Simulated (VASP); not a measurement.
# PbS (scan) (Fm-3m) in VASP: notebook

Runs on PbS (scan). Level: r2SCAN. Tasks: single point, relaxation of cell and atoms.

Program: VASP 6.6.1. These are calculated values, not measurements. Logs are shortened: lines on timing, memory, paths and dates and some standing lists are left out, and cuts for length are marked.

### Step 1. The cell of the first run

The structure is cubic, space group Fm-3m (No. 225). Conventional cell: a = 5.975 Å, b = 5.975 Å, c = 5.975 Å, α = 90.00°, β = 90.00°, γ = 90.00°. Pb (site symmetry m-3m) has 6 S at 2.99 Å within 3.9 Å. S (site symmetry m-3m) has 6 Pb at 2.99 Å within 3.9 Å.

### Step 2. Single point, r2SCAN

The input, POSCAR:

```
PbS
1.0
    0.0000000000      2.9873891311      2.9873891311
    2.9873891311      0.0000000000      2.9873891311
    2.9873891311      2.9873891311      0.0000000000
Pb S
1 1
Direct
    0.0000000000      0.0000000000      0.0000000000
    0.5000000000      0.5000000000      0.5000000000
```

The input, INCAR.step1:

```
SYSTEM = PbS
PREC = Accurate
ENCUT = 520
ISMEAR = 0
SIGMA = 0.01
LREAL = .False.
LASPH = .True.
NELM = 60
NBANDS = 17
GGA = PE
ALGO = Normal
EDIFF = 1E-4
LWAVE = .True.
LCHARG = .False.
```

The input, INCAR.step2:

```
SYSTEM = PbS
PREC = Accurate
ENCUT = 520
EDIFF = 1E-6
ISMEAR = 0
SIGMA = 0.01
LREAL = .False.
LASPH = .True.
NELM = 60
ALGO = Normal
ISIF = 2
LWAVE = .False.
LCHARG = .False.
METAGGA = R2SCAN
LMIXTAU = .True.
NBANDS = 17
ISTART = 1
```

The input, KPOINTS:

```
regular mesh
0
Gamma
  8 8 8
  0 0 0
```

Potentials or basis: VASP PAW PBE potentials, release 64 (Pb_d, S).

Command:

```console
> cat potpaw_PBE.64/Pb_d/POTCAR potpaw_PBE.64/S/POTCAR > POTCAR
> cp INCAR.step1 INCAR
> mpirun -np 1 vasp_std > vasp.out
> cp INCAR.step2 INCAR
> mpirun -np 1 vasp_std > vasp.out
```

OUTCAR:

```text
SYSTEM = PbS
   PREC = Accurate
   ENCUT = 520
   EDIFF = 1E-6
   ISMEAR = 0
   LREAL = .False.
   LASPH = .True.
   NELM = 60
   ISIF = 2
   METAGGA = R2SCAN
   ISTART = 1

 ion  position               nearest neighbor table
   1  0.000  0.000  0.000-   2 2.99   2 2.99   2 2.99   2 2.99   2 2.99   2 2.99
   2  0.500  0.500  0.500-   1 2.99   1 2.99   1 2.99   1 2.99   1 2.99   1 2.99

  LATTYP: Found a face centered cubic cell.
 ALAT       =     5.9747782622

  Lattice vectors:

 A1 = (   0.0000000000,   2.9873891311,   2.9873891311)
 A2 = (   2.9873891311,   0.0000000000,   2.9873891311)
 A3 = (   2.9873891311,   2.9873891311,   0.0000000000)

Analysis of symmetry for initial positions (statically):
=====================================================================
 Subroutine PRICEL returns:
 Original cell was already a primitive cell.

 Routine SETGRP: Setting up the symmetry group for a
 face centered cubic supercell.

 Subroutine GETGRP returns: Found 48 space group operations
 (whereof 48 operations were pure point group operations)
 out of a pool of 48 trial point group operations.

The static configuration has the point symmetry O_h .

Analysis of symmetry for dynamics (positions and initial velocities):
=====================================================================
 Subroutine PRICEL returns:
 Original cell was already a primitive cell.

 Routine SETGRP: Setting up the symmetry group for a
 face centered cubic supercell.

 Subroutine GETGRP returns: Found 48 space group operations
 (whereof 48 operations were pure point group operations)
 out of a pool of 48 trial point group operations.

The dynamic configuration has the point symmetry O_h .

 Subroutine INISYM returns: Found 48 space group operations
 (whereof 48 operations are pure point group operations),
 and found     1 'primitive' translations

----------------------------------------------------------------------------------------

                                     Primitive cell

  volume of cell :      53.3219

  direct lattice vectors                    reciprocal lattice vectors
     0.000000000  2.987389131  2.987389131    -0.167370228  0.167370228  0.167370228
     2.987389131  0.000000000  2.987389131     0.167370228 -0.167370228  0.167370228
     2.987389131  2.987389131  0.000000000     0.167370228  0.167370228 -0.167370228

  length of vectors
     4.224806225  4.224806225  4.224806225     0.289893739  0.289893739  0.289893739

  position of ions in fractional coordinates (direct lattice)
     0.000000000  0.000000000  0.000000000
     0.500000000  0.500000000  0.500000000

  ion indices of the primitive-cell ions
   primitive index   ion index
                 1           1
                 2           2

----------------------------------------------------------------------------------------

 KPOINTS: regular mesh

Automatic generation of k-mesh.
 Grid dimensions read from file:
 generate k-points for:    8    8    8

 Generating k-lattice:

  Cartesian coordinates                     Fractional coordinates (reciprocal lattice)
    -0.020921279  0.020921279  0.020921279     0.125000000  0.000000000  0.000000000
     0.020921279 -0.020921279  0.020921279     0.000000000  0.125000000  0.000000000
     0.020921279  0.020921279 -0.020921279     0.000000000  0.000000000  0.125000000

  Length of vectors
     0.036236717  0.036236717  0.036236717

  Shift w.r.t. Gamma in fractional coordinates (k-lattice)
     0.000000000  0.000000000  0.000000000

 Subroutine IBZKPT returns following result:
 ===========================================

 Found     29 irreducible k-points:

 Following reciprocal coordinates:
            Coordinates               Weight
  0.000000  0.000000  0.000000      1.000000
  0.125000  0.000000  0.000000      8.000000
  0.250000  0.000000  0.000000      8.000000
  0.375000  0.000000  0.000000      8.000000
  0.500000  0.000000  0.000000      4.000000
  0.125000  0.125000  0.000000      6.000000
[... 16 lines left out ...]
  0.500000  0.250000  0.125000     48.000000
 -0.375000  0.250000  0.125000     24.000000
 [... further k-points ...]
   k-points           NKPTS =     29   k-points in BZ     NKDIM =     29   number of bands    NBANDS=     17
   number of dos      NEDOS =    301   number of ions     NIONS =      2
   total plane-waves  NPLWV =  32768
   dimension x,y,z NGX =    32 NGY =   32 NGZ =   32
   dimension x,y,z NGXF=    64 NGYF=   64 NGZF=   64
   ions per type =               1   1
   NGX,Y,Z   is equivalent  to a cutoff of  12.59, 12.59, 12.59 a.u.
   NGXF,Y,Z  is equivalent  to a cutoff of  25.18, 25.18, 25.18 a.u.
 SYSTEM =  PbS
   PREC   = accura    normal or accurate (medium, high low for compatibility)
   ISTART =      1    job   : 0-new  1-cont  2-samecut
   ICHARG =      0    charge: 1-file 2-atom 10-const
   ISPIN  =      1    spin polarized calculation?
   LNONCOLLINEAR =      F non collinear calculations
   LSORBIT =      F    spin-orbit coupling
   LASPH  =      T    aspherical Exc in radial PAW
   ENCUT  =  520.0 eV  38.22 Ry    6.18 a.u.   7.86  7.86  7.86*2*pi/ulx,y,z
   NELM   =     60;   NELMIN=  2; NELMDL=  0     # of ELM steps
   EDIFF  = 0.1E-05   stopping-criterion for ELM
   LREAL  =      F    real-space projection
   EDIFFG = 0.1E-04   stopping-criterion for IOM
   NSW    =      0    number of steps for IOM
   IBRION =     -1    ionic relax: 0-MD 1-quasi-New 2-CG
   NFREE  =      0    steps in history (QN), initial steepest desc. (CG)
   ISIF   =      2    stress and relaxation
   ISYM   =      2    0-nonsym 1-usesym 2-fastsym
   POTIM  = 0.5000    time-step for ionic-motion
   TEBEG  =    0.0;   TEEND  =   0.0 temperature during run
   PSTRESS=    0.0 pullay stress
   NELECT =      20.0000    total number of electrons
   NUPDOWN=      -1.0000    fix difference up-down
   EMIN   =  10.00;   EMAX   =-10.00  energy-range for DOS
   EFERMI =   0.00;   METHOD = LEGACY
   ISMEAR =     0;   SIGMA  =   0.01  broadening in eV -4-tet -1-fermi 0-gaus
   EFERMI_NEDOS =   21; number of points for ismear=-14 and -15
   IALGO  =     38    algorithm
   IMIX   =      4    mixing-type and parameters
     AMIX     =   0.40;   BMIX     =  1.00
     AMIX_MAG =   1.60;   BMIX_MAG =  1.00
  volume/ion in A,a.u.               =      26.66       179.92
  Fermi-wavevector in a.u.,A,eV,Ry     =   1.180637  2.231080 18.965210  1.393904
  Thomas-Fermi vector in A             =   2.316926
   LORBIT       =      0    0 simple, 1 ext, 2 COOP (PROOUT), +10 PAW based schemes
   METAGGA = R2SCAN    functional components
   LHFCALC =     F    Hartree Fock is set to
   AEXX    =    0.0000 exact exchange contribution
   IVDW    =     0    specifies the selected vdW correction
   LEPSILON=     F    determine dielectric tensor
   LRPA    =     F    only Hartree local field effects (RPA)
 non-spin polarized calculation
 Gauss-broadening in eV      SIGMA  =   0.01
  energy-cutoff  :      520.00
  volume of cell :       53.32
 maximum number of plane-waves:      1459
   NGX = 15   NGY = 15   NGZ = 15

 number of electron      20.0000001 magnetization

 Free energy of the ion-electron system (eV)
  ---------------------------------------------------
  ext. energy  EPLUGINS =         0.00000000
  ---------------------------------------------------
  free energy    TOTEN  =       -65.61220387 eV

  energy without entropy =      -65.61220387  energy(sigma->0) =      -65.61220387

 E-fermi :   5.5118     XC(G=0): -10.1452

 val. band max:        5.3938353540   @ k =   0.5000   0.0000   0.0000
 cond. band min:       6.0965738023   @ k =   0.5000   0.0000   0.0000
 fundamental gap:      0.7027384483
 Fermi energy:         5.5118048051

 k-point     1 :       0.0000    0.0000    0.0000
  band No.  band energies     occupation
      1     -12.0032      2.00000
      2     -12.0032      2.00000
      3     -12.0032      2.00000
      4     -11.9866      2.00000
      5     -11.9866      2.00000
      6      -8.5990      2.00000
[... 9 lines left out ...]
     16      12.6062      0.00000
     17      14.5304      0.00000

 k-point     2 :       0.1250    0.0000    0.0000
  band No.  band energies     occupation
      1     -12.0025      2.00000
      2     -12.0004      2.00000
      3     -12.0004      2.00000
      4     -11.9876      2.00000
      5     -11.9876      2.00000
      6      -8.4679      2.00000
[... 9 lines left out ...]
     16      12.9789      0.00000
     17      15.7482      0.00000

 k-point     3 :       0.2500    0.0000    0.0000
  band No.  band energies     occupation
      1     -12.0059      2.00000
      2     -12.0059      2.00000
      3     -12.0011      2.00000
      4     -11.9779      2.00000
      5     -11.9779      2.00000
      6      -8.1061      2.00000
[... 9 lines left out ...]
     16      13.8513      0.00000
     17      17.7660      0.00000

 k-point     4 :       0.3750    0.0000    0.0000
  band No.  band energies     occupation
      1     -12.0156      2.00000
      2     -12.0156      2.00000
      3     -12.0002      2.00000
      4     -11.9639      2.00000
      5     -11.9639      2.00000
      6      -7.6441      2.00000
[... 9 lines left out ...]
     16      15.1092      0.00000
     17      17.6822      0.00000

 k-point     5 :       0.5000    0.0000    0.0000
  band No.  band energies     occupation
      1     -12.0198      2.00000
      2     -12.0198      2.00000
      3     -11.9999      2.00000
      4     -11.9580      2.00000
      5     -11.9580      2.00000
      6      -7.4009      2.00000
[... 9 lines left out ...]
     16      16.0724      0.00000
     17      16.4093      0.00000

 k-point     6 :       0.1250    0.1250    0.0000
  band No.  band energies     occupation
      1     -12.0066      2.00000
      2     -11.9988      2.00000
      3     -11.9954      2.00000
      4     -11.9954      2.00000
      5     -11.9831      2.00000
      6      -8.4219      2.00000
[... 9 lines left out ...]
     16      13.7434      0.00000
     17      15.2182      0.00000

 k-point     7 :       0.2500    0.1250    0.0000
  band No.  band energies     occupation
      1     -12.0151      2.00000
      2     -12.0062      2.00000
      3     -11.9941      2.00000
      4     -11.9859      2.00000
      5     -11.9746      2.00000
      6      -8.1311      2.00000
[... 9 lines left out ...]
     16      14.5823      0.00000
     17      16.4980      0.00000

 k-point     8 :       0.3750    0.1250    0.0000
  band No.  band energies     occupation
      1     -12.0293      2.00000
      2     -12.0028      2.00000
      3     -12.0012      2.00000
      4     -11.9758      2.00000
      5     -11.9616      2.00000
      6      -7.6900      2.00000
[... 9 lines left out ...]
     16      15.6799      0.00000
     17      17.6188      0.00000
[... 203 lines left out ...]
      1     -12.1217      2.00000
      2     -12.0197      2.00000
      3     -11.9698      2.00000
      4     -11.9537      2.00000
      5     -11.9505      2.00000
      6      -7.0446      2.00000
[... 9 lines left out ...]
     16      17.5492      0.00000
     17      17.6595      0.00000

 k-point    20 :      -0.3750    0.3750    0.0000
  band No.  band energies     occupation
      1     -12.1010      2.00000
      2     -12.0058      2.00000
      3     -11.9810      2.00000
      4     -11.9631      2.00000
      5     -11.9549      2.00000
      6      -6.9870      2.00000
[... 9 lines left out ...]
     16      16.7675      0.00000
     17      18.5995      0.00000

 k-point    21 :       0.5000    0.5000    0.0000
  band No.  band energies     occupation
      1     -12.1409      2.00000
      2     -12.0261      2.00000
      3     -11.9629      2.00000
      4     -11.9474      2.00000
      5     -11.9474      2.00000
      6      -6.9735      2.00000
[... 9 lines left out ...]
     16      18.2182      0.00000
     17      18.2185      0.00000

 k-point    22 :       0.3750    0.2500    0.1250
  band No.  band energies     occupation
      1     -12.0349      2.00000
      2     -12.0063      2.00000
      3     -11.9936      2.00000
      4     -11.9766      2.00000
      5     -11.9675      2.00000
      6      -7.7930      2.00000
[... 9 lines left out ...]
     16      15.8037      0.00000
     17      16.1005      0.00000

 k-point    23 :       0.5000    0.2500    0.1250
  band No.  band energies     occupation
      1     -12.0503      2.00000
      2     -12.0016      2.00000
      3     -11.9961      2.00000
      4     -11.9719      2.00000
      5     -11.9614      2.00000
      6      -7.3829      2.00000
[... 9 lines left out ...]
     16      16.1974      0.00000
     17      17.2665      0.00000

 k-point    24 :      -0.3750    0.2500    0.1250
  band No.  band energies     occupation
      1     -12.0560      2.00000
      2     -12.0043      2.00000
      3     -11.9883      2.00000
      4     -11.9765      2.00000
      5     -11.9572      2.00000
      6      -7.1794      2.00000
[... 9 lines left out ...]
     16      16.8528      0.00000
     17      17.1902      0.00000

 [... further k-points ...]

------------------------ aborting loop because EDIFF is reached ----------------------------------------

  FORCE on cell =-STRESS in cart. coord.  units (eV):
  Direction    XX          YY          ZZ          XY          YZ          ZX
  --------------------------------------------------------------------------------------
  -------------------------------------------------------------------------------------
  Total       -0.0109636     -0.0109636     -0.0109636      0.0000000     -0.0000000      0.0000000
  in kB       -0.3294261     -0.3294261     -0.3294261      0.0000000     -0.0000000      0.0000000
  external PRESSURE =      -0.3294261 kB  Pullay stress =       0.0000000 kB

 VOLUME and BASIS-vectors are now :
 -----------------------------------------------------------------------------
  energy-cutoff  :      520.00
  volume of cell :       53.32
      direct lattice vectors                 reciprocal lattice vectors
     0.000000000  2.987389131  2.987389131    -0.167370228  0.167370228  0.167370228
     2.987389131  0.000000000  2.987389131     0.167370228 -0.167370228  0.167370228
     2.987389131  2.987389131  0.000000000     0.167370228  0.167370228 -0.167370228

 POSITION                                       TOTAL-FORCE (eV/Angst)
 -----------------------------------------------------------------------------------
      0.00000      0.00000      0.00000        -0.000000      0.000000     -0.000000
      2.98739      2.98739      2.98739         0.000000     -0.000000      0.000000
 -----------------------------------------------------------------------------------
    total drift:                                0.000000     -0.000000     -0.000000

  FREE ENERGIE OF THE ION-ELECTRON SYSTEM (eV)
  ---------------------------------------------------
  free  energy   TOTEN  =       -65.6122038650 eV

  energy  without entropy=      -65.6122038650  energy(sigma->0) =      -65.61220387
```

Run time: 2.5 min. Hardware: 1 thread of Intel Xeon 8259CL, shared host; peak memory 0.19 GiB.

Results:

```yaml
Free_energy: -65.6122 eV
Pressure: 0.0 GPa
Band_gap_on_the_k_mesh: 0.70 eV, direct
```

Caveat: the PAW data sets were made with another functional, which shifts forces and pressure a little; spin-orbit coupling is left out, which moves the levels of the heavy elements.

### Step 3. Relaxation of cell and atoms, r2SCAN

This run uses another cell than the first one, of 26.15 Å³/atom, 0.981 times its volume.

The input, POSCAR:

```
PbS
1.0
    0.0000000000      2.9680000000      2.9680000000
    2.9680000000      0.0000000000      2.9680000000
    2.9680000000      2.9680000000      0.0000000000
Pb S
1 1
Direct
    0.0000000000      0.0000000000      0.0000000000
    0.5000000000      0.5000000000      0.5000000000
```

The input, INCAR.step1:

```
ALGO = Normal ; EDIFF = 1E-4
ENCUT = 600 ; GGA = PE
ISMEAR = 0 ; LASPH = True
LCHARG = False ; LREAL = False
LWAVE = True ; NELM = 60
PREC = Accurate ; SIGMA = 0.02
```

The input, INCAR.step2:

```
ALGO = Normal ; EDIFF = 1E-6
EDIFFG = -0.002 ; ENCUT = 600
IBRION = 2 ; ISIF = 3
ISMEAR = 0 ; ISTART = 1
LASPH = True ; LCHARG = False
LMIXTAU = True ; LREAL = False
LWAVE = False ; METAGGA = R2SCAN
NELM = 60 ; NSW = 100
PREC = Accurate ; SIGMA = 0.02
```

The input, KPOINTS:

```
k-points
0
Gamma
  8 8 8
```

Potentials or basis: VASP PAW PBE potentials, release 64 (Pb_d, S).

Command:

```console
> cat potpaw_PBE.64/Pb_d/POTCAR potpaw_PBE.64/S/POTCAR > POTCAR
> cp INCAR.step1 INCAR
> mpirun -np 1 vasp_std > vasp.out
> cp INCAR.step2 INCAR
> mpirun -np 1 vasp_std > vasp.out
```

Run time: 8.6 min. Hardware: 1 thread of Intel Xeon 8259CL, shared host; peak memory 0.24 GiB.

The run converged. Its results:

| Quantity | Value |
| --- | --- |
| Free energy | -65.6125 eV |
| Relaxed volume | 26.67 Å³/atom |
| Relaxed cell | a = 4.225 Å, b = 4.225 Å, c = 4.225 Å, α = 60.00°, β = 60.00°, γ = 60.00° |
| Space group after relaxing (to 0.05 Å) | Fm-3m (No. 225) |
| Energy gained by relaxing | 1.9 meV/atom |
| Ionic steps | 3 |
| Pressure after relaxing | 0.0 GPa |
| Band gap on the k mesh | 0.70 eV, direct |

Step by step:
```csv
step,energy change (eV),largest force (eV/Å),pressure (GPa),volume (Å³)
1,0.0000,0.0000,1.20,52.29
2,-0.0031,0.0000,-0.48,53.78
3,-0.0038,0.0000,0.01,53.33
```

Final structure:
```cif
data_structure
_symmetry_space_group_name_H-M 'P 1'
_symmetry_Int_Tables_number 1
_cell_length_a 4.2251
_cell_length_b 4.2251
_cell_length_c 4.2251
_cell_angle_alpha 60.000
_cell_angle_beta 60.000
_cell_angle_gamma 60.000
_cell_volume 53.33
loop_
_atom_site_label
_atom_site_type_symbol
_atom_site_fract_x
_atom_site_fract_y
_atom_site_fract_z
_atom_site_occupancy
Pb1 Pb 0.00000 0.00000 0.00000 1
S1 S 0.50000 0.50000 0.50000 1
```

Levels at points of the mesh, in eV from the valence-band top:
```
           k point  band 6  band 7  band 8  band 9  band 10  band 11  band 12  band 13  band 14
(0.00, 0.00, 0.00)  -13.99   -6.13   -2.20   -2.20    -2.20     5.51     5.51     5.51     7.21
(0.50, 0.00, 0.00)  -12.79   -8.96   -1.81   -1.81     0.00     0.70     2.25     2.25     9.16
(0.50, 0.50, 0.00)  -12.37   -7.31   -5.17   -3.45    -3.44     4.26     5.95     6.02     6.02
```

Caveat: the PAW data sets were made with another functional, which shifts forces and pressure a little; spin-orbit coupling is left out, which moves the levels of the heavy elements. A k mesh can miss the band edges.
